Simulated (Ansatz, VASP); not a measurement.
**One calculation of Ti, two programs**

```
Ti
1.0
     2.93543    0.00000    0.00000
    -1.46772    2.54216    0.00000
     0.00000    0.00000    4.63859
Ti
2
Direct
  0.33333 0.66667 0.25000
  0.66667 0.33333 0.75000
```

Alike in both runs: task single point; functional r2SCAN; k mesh 20 × 20 × 11; occupations fermi-dirac, width 0.05 eV; collinear spin.

```csv
,VASP,Ansatz
version,VASP 6.6.1,Ansatz 0.2.0
potentials or method,"VASP PAW PBE potentials, release 64 (Ti_sv), cutoff 520 eV","plane waves (500 eV) with PAW, scalar-relativistic"
valence electrons in the cell,24,24
```

```csv
,VASP,Ansatz,Ansatz less VASP
net moment per atom (μB),0.00,0.00,0.000
```

VASP's potentials were made for PBE, not for r2SCAN. Ansatz's warnings: seeded moment not kept, stability check not made.
